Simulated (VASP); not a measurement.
# SnO3 (Pm-3m) in VASP: single point with PBE

Aim: the single point of SnO3 with PBE.

All numbers are computed with VASP 6.6.1; they aren't measurements. Logs are shortened: lines on timing, memory, paths and dates and some standing lists are left out, and cuts for length are marked.

## 1. The cell of the first run

The structure is cubic, space group Pm-3m (No. 221). Conventional cell: a = 4.913 Å, b = 4.913 Å, c = 4.913 Å, α = 90.00°, β = 90.00°, γ = 90.00°. Sn (site symmetry m-3m) has 6 O at 1.53 Å within 2.0 Å. Sn (site symmetry m-3m) has 24 O at 3.60 Å and 8 Sn at 4.25 Å within 4.7 Å. Within 2.0 Å of O (site symmetry 4mm) lie 1 Sn at 1.53 Å and 1 O at 1.86 Å.

The cell was generated, and may not be a known phase.

## 2. Single point, PBE

Contents of INCAR:

```
SYSTEM = SnO3
  PREC = Accurate
  ENCUT = 1340
  EDIFF = 1E-6
  ISMEAR = 0
  SIGMA = 0.1
  LREAL = .FALSE.
  LASPH = .TRUE.
  NELM = 120
  ALGO = Normal
  ISIF = 2
  LWAVE = .FALSE.
  LCHARG = .FALSE.
  GGA = PE
  NBANDS = 42
  GGA_COMPAT = .FALSE.
```

Contents of KPOINTS:

```
Automatic mesh
0
G
  4 4 4
  0 0 0
```

Contents of POSCAR:

```
SnO3
1.0
    4.9128232100      0.0000000000      0.0000000000
    0.0000000000      4.9128232100      0.0000000000
    0.0000000000      0.0000000000      4.9128232100
Sn O
2 6
Direct
    0.5000000000      0.5000000000      0.5000000000
    0.0000000000      0.0000000000      0.0000000000
    0.1892524700      0.5000000000      0.5000000000
    0.8107475300      0.5000000000      0.5000000000
    0.5000000000      0.1892524700      0.5000000000
    0.5000000000      0.8107475300      0.5000000000
    0.5000000000      0.5000000000      0.1892524700
    0.5000000000      0.5000000000      0.8107475300
```

Potentials or basis: VASP PAW PBE potentials, release 64 (Sn_d, O_h).

Run with:

```console
cat potpaw_PBE.64/Sn_d/POTCAR potpaw_PBE.64/O_h/POTCAR > POTCAR
mpirun -np 1 vasp_std > vasp.out
```

OUTCAR:

```text
SYSTEM = SnO3
   PREC = Accurate
   ENCUT = 1340
   EDIFF = 1E-6
   ISMEAR = 0
   LREAL = .FALSE.
   LASPH = .TRUE.
   NELM = 120
   ISIF = 2
   GGA = PE

 ion  position               nearest neighbor table
   1  0.500  0.500  0.500-   3 1.53   4 1.53   5 1.53   6 1.53   7 1.53   8 1.53
   2  0.000  0.000  0.000-
   3  0.189  0.500  0.500-   1 1.53
   4  0.811  0.500  0.500-   1 1.53
   5  0.500  0.189  0.500-   1 1.53
   6  0.500  0.811  0.500-   1 1.53
   7  0.500  0.500  0.189-   1 1.53
   8  0.500  0.500  0.811-   1 1.53

  LATTYP: Found a simple cubic cell.
 ALAT       =     4.9128232100

  Lattice vectors:

 A1 = (   4.9128232100,   0.0000000000,   0.0000000000)
 A2 = (   0.0000000000,   4.9128232100,   0.0000000000)
 A3 = (   0.0000000000,   0.0000000000,   4.9128232100)

Analysis of symmetry for initial positions (statically):
=====================================================================
 Subroutine PRICEL returns:
 Original cell was already a primitive cell.

 Routine SETGRP: Setting up the symmetry group for a
 simple cubic supercell.

 Subroutine GETGRP returns: Found 48 space group operations
 (whereof 48 operations were pure point group operations)
 out of a pool of 48 trial point group operations.

The static configuration has the point symmetry O_h .

Analysis of symmetry for dynamics (positions and initial velocities):
=====================================================================
 Subroutine PRICEL returns:
 Original cell was already a primitive cell.

 Routine SETGRP: Setting up the symmetry group for a
 simple cubic supercell.

 Subroutine GETGRP returns: Found 48 space group operations
 (whereof 48 operations were pure point group operations)
 out of a pool of 48 trial point group operations.

The dynamic configuration has the point symmetry O_h .

 Subroutine INISYM returns: Found 48 space group operations
 (whereof 48 operations are pure point group operations),
 and found     1 'primitive' translations

[... 89 lines left out ...]
   ENCUT  = 1340.0 eV  98.49 Ry    9.92 a.u.  14.66 14.66 14.66*2*pi/ulx,y,z
   NELM   =    120;   NELMIN=  2; NELMDL= -5     # of ELM steps
   EDIFF  = 0.1E-05   stopping-criterion for ELM
   LREAL  =      F    real-space projection
   EDIFFG = 0.1E-04   stopping-criterion for IOM
   NSW    =      0    number of steps for IOM
   IBRION =     -1    ionic relax: 0-MD 1-quasi-New 2-CG
   NFREE  =      0    steps in history (QN), initial steepest desc. (CG)
   ISIF   =      2    stress and relaxation
   ISYM   =      2    0-nonsym 1-usesym 2-fastsym
   POTIM  = 0.5000    time-step for ionic-motion
   TEBEG  =    0.0;   TEEND  =   0.0 temperature during run
   PSTRESS=    0.0 pullay stress
   NELECT =      64.0000    total number of electrons
   NUPDOWN=      -1.0000    fix difference up-down
   EMIN   =  10.00;   EMAX   =-10.00  energy-range for DOS
   EFERMI =   0.00;   METHOD = LEGACY
   ISMEAR =     0;   SIGMA  =   0.10  broadening in eV -4-tet -1-fermi 0-gaus
   EFERMI_NEDOS =   21; number of points for ismear=-14 and -15
   IALGO  =     38    algorithm
   IMIX   =      4    mixing-type and parameters
     AMIX     =   0.40;   BMIX     =  1.00
     AMIX_MAG =   1.60;   BMIX_MAG =  1.00
  volume/ion in A,a.u.               =      14.82       100.02
  Fermi-wavevector in a.u.,A,eV,Ry     =   1.332919  2.518851 24.173096  1.776672
  Thomas-Fermi vector in A             =   2.461817
   LORBIT       =      0    0 simple, 1 ext, 2 COOP (PROOUT), +10 PAW based schemes
   GGA     = PE    functional components
   LHFCALC =     F    Hartree Fock is set to
   AEXX    =    0.0000 exact exchange contribution
   IVDW    =     0    specifies the selected vdW correction
   LEPSILON=     F    determine dielectric tensor
   LRPA    =     F    only Hartree local field effects (RPA)
 non-spin polarized calculation
 Gauss-broadening in eV      SIGMA  =   0.10
  energy-cutoff  :     1340.00
  volume of cell :      118.58
 maximum number of plane-waves:     13264
 NGX is ok and might be reduce to    60
   NGX = 29   NGY = 29   NGZ = 29

 number of electron      64.0000006 magnetization

 Free energy of the ion-electron system (eV)
  ---------------------------------------------------
  ext. energy  EPLUGINS =         0.00000000
  ---------------------------------------------------
  free energy    TOTEN  =        -2.94722755 eV

  energy without entropy =       -2.90790958  energy(sigma->0) =       -2.92756857

 E-fermi :   4.1515     XC(G=0):  -9.2316

 val. band max:        4.1187611196   @ k =   0.2500   0.2500   0.2500
 cond. band min:       4.2127426292   @ k =   0.0000   0.0000   0.0000
 fundamental gap:      0.0939815095
 Fermi energy:         4.1514975580

 k-point     1 :       0.0000    0.0000    0.0000
  band No.  band energies     occupation
      1     -22.4220      2.00000
      2     -22.4220      2.00000
      3     -19.9046      2.00000
      4     -19.9046      2.00000
      5     -19.8965      2.00000
      6     -19.8965      2.00000
[... 439 lines left out ...]
     41      12.8519      0.00000
     42      15.6086      0.00000

------------------------ aborting loop because EDIFF is reached ----------------------------------------

  FORCE on cell =-STRESS in cart. coord.  units (eV):
  Direction    XX          YY          ZZ          XY          YZ          ZX
  --------------------------------------------------------------------------------------
  -------------------------------------------------------------------------------------
  Total       82.1565067     82.1565067     82.1565067     -0.0000000     -0.0000000     -0.0000000
  in kB     1110.0924235   1110.0924235   1110.0924235     -0.0000000     -0.0000000     -0.0000000
  external PRESSURE =    1110.0924235 kB  Pullay stress =       0.0000000 kB

 VOLUME and BASIS-vectors are now :
 -----------------------------------------------------------------------------
  energy-cutoff  :     1340.00
  volume of cell :      118.58
      direct lattice vectors                 reciprocal lattice vectors
     4.912823210  0.000000000  0.000000000     0.203548949  0.000000000  0.000000000
     0.000000000  4.912823210  0.000000000     0.000000000  0.203548949  0.000000000
     0.000000000  0.000000000  4.912823210     0.000000000  0.000000000  0.203548949

 POSITION                                       TOTAL-FORCE (eV/Angst)
 -----------------------------------------------------------------------------------
      2.45641      2.45641      2.45641         0.000000      0.000000     -0.000000
      0.00000      0.00000      0.00000         0.000000      0.000000     -0.000000
      0.92976      2.45641      2.45641       -24.412390     -0.000000     -0.000000
      3.98306      2.45641      2.45641        24.412390      0.000000     -0.000000
      2.45641      0.92976      2.45641         0.000000    -24.412390     -0.000000
      2.45641      3.98306      2.45641         0.000000     24.412390     -0.000000
      2.45641      2.45641      0.92976         0.000000     -0.000000    -24.412390
      2.45641      2.45641      3.98306         0.000000      0.000000     24.412390
 -----------------------------------------------------------------------------------
    total drift:                                0.000000      0.000000      0.000000

  FREE ENERGIE OF THE ION-ELECTRON SYSTEM (eV)
  ---------------------------------------------------
  free  energy   TOTEN  =        -2.9472275514 eV

  energy  without entropy=       -2.9079095813  energy(sigma->0) =       -2.92756857
```

OSZICAR:

```text
N       E                     dE             d eps       ncg     rms          rms(c)
DAV:   1     0.136168796595E+04    0.13617E+04   -0.52142E+04   928   0.381E+03
DAV:   2     0.309821568215E+03   -0.10519E+04   -0.98670E+03   912   0.988E+02
DAV:   3     0.182619660545E+02   -0.29156E+03   -0.26910E+03  1070   0.342E+02
DAV:   4    -0.156593911464E+02   -0.33921E+02   -0.32082E+02   922   0.115E+02
DAV:   5    -0.171953993767E+02   -0.15360E+01   -0.15265E+01  1068   0.250E+01    0.335E+01
DAV:   6    -0.353893302364E+01    0.13656E+02   -0.35168E+01  1170   0.523E+01    0.131E+01
DAV:   7    -0.319317016565E+01    0.34576E+00   -0.33989E+00  1114   0.168E+01    0.739E+00
DAV:   8    -0.296371206015E+01    0.22946E+00   -0.45829E-01  1124   0.123E+01    0.121E+00
DAV:   9    -0.294371049487E+01    0.20002E-01   -0.94469E-02  1180   0.412E+00    0.431E-01
DAV:  10    -0.294577078101E+01   -0.20603E-02   -0.19277E-02  1068   0.132E+00    0.197E-01
DAV:  11    -0.294721420168E+01   -0.14434E-02   -0.45435E-03   924   0.478E-01    0.589E-02
DAV:  12    -0.294722337744E+01   -0.91758E-05   -0.30035E-04  1202   0.171E-01    0.343E-02
DAV:  13    -0.294721883529E+01    0.45422E-05   -0.83120E-05   976   0.636E-02    0.872E-03
DAV:  14    -0.294722689587E+01   -0.80606E-05   -0.13869E-05   964   0.287E-02    0.438E-03
DAV:  15    -0.294722755140E+01   -0.65553E-06   -0.27979E-06   818   0.196E-02
   1 F= -.29472276E+01 E0= -.29275686E+01  d E =-.393180E-01
```

Wall time 2.3 min (1 thread of Intel Xeon Platinum 8488C (Sapphire Rapids), shared host); peak memory 0.56 GiB.

Results:

```yaml
Free_energy: -2.9472 eV
Pressure: 111.0 GPa
Largest_force: 24.412 eV/Å
Band_gap_on_the_k_mesh: zero (bands 32 and 33 overlap by 1.29 eV)
```

Forces in eV/Å, atoms in the order of the input:
```
Sn    0.000   0.000   0.000
Sn    0.000   0.000   0.000
O   -24.412   0.000   0.000
O    24.412   0.000   0.000
O     0.000 -24.412   0.000
O     0.000  24.412   0.000
O     0.000   0.000 -24.412
O     0.000   0.000  24.412
```

Levels at points of the mesh, in eV from the Fermi level:
```
           k point  band 31  band 32  band 33  band 34  band 35  band 36
(0.00, 0.00, 0.00)     0.06     0.06     0.53     0.53     0.53     1.20
(0.50, 0.00, 0.00)    -0.17    -0.12    -0.12     0.07     0.53     1.01
(0.50, 0.50, 0.00)    -0.11    -0.11    -0.09     0.48     0.48     0.68
(0.50, 0.50, 0.50)    -1.03    -1.03    -1.03     0.68     0.68     0.68
```

Caveat: the cell stands under pressure; spin-orbit coupling is left out, which moves the levels of the heavy elements; forces of over 1 eV/Å act on the atoms, so gaps and moduli don't describe the material at rest.

The gap in the log of VASP goes by the Fermi energy; the results here count the filled bands.